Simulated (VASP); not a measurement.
# LiH: single point with PBE

LiH, a wire with vacuum:

```
CELL_PARAMETERS angstrom
11.00000 0.00000 0.00000
0.00000 13.30000 0.00000
0.00000 0.00000 4.00680
ATOMIC_POSITIONS crystal
Li 0.59106 0.50000 0.00000
Li 0.59106 0.34937 0.50000
Li 0.59106 0.65063 0.50000
Li 0.40894 0.50000 0.50000
Li 0.40894 0.34937 0.00000
Li 0.40894 0.65063 0.00000
H 0.40894 0.50000 0.00000
H 0.40894 0.34937 0.50000
H 0.40894 0.65063 0.50000
H 0.59106 0.50000 0.50000
H 0.59106 0.34937 0.00000
H 0.59106 0.65063 0.00000
```

```yaml
Program: VASP 6.6.1
Task: single point
Functional: PBE
Potentials_or_basis: VASP PAW PBE potentials, release 64 (Li_sv, H)
Cutoff: 520 eV
k_mesh: 1 × 1 × 8
Occupations: gaussian, width 0.05 eV
Spin: no spin polarisation
Dipole_correction: no
Further_INCAR_settings: ALGO = Normal; EDIFF = 1e-07; NBANDS = 24
```

- Largest force: 0.449 eV/Å
- Band gap on the k mesh: 2.67 eV

Forces on the atoms (eV/Å):
```
Li  -0.191  0.000  0.000
Li  -0.334  0.299  0.000
Li  -0.334 -0.299  0.000
Li   0.191  0.000  0.000
Li   0.334  0.299  0.000
Li   0.334 -0.299  0.000
H   -0.084  0.000  0.000
H   -0.040 -0.075  0.000
H   -0.040  0.075  0.000
H    0.084  0.000  0.000
H    0.040 -0.075  0.000
H    0.040  0.075  0.000
```

Levels at points of the mesh, in eV from the valence-band top:
```tsv
k point	band 8	band 9	band 10	band 11	band 12	band 13	band 14	band 15	band 16	band 17
(0.00, 0.00, 0.00)	-2.72	-1.80	-0.95	-0.88	0.00	2.67	3.23	3.58	4.09	4.25
(0.00, 0.00, 0.50)	-2.72	-1.90	-1.90	-1.32	-1.32	4.51	4.51	4.79	4.79	5.06
```

It took 3.8 min on 1 thread of AMD EPYC 7R13 (shared host), peak memory 0.53 GiB.
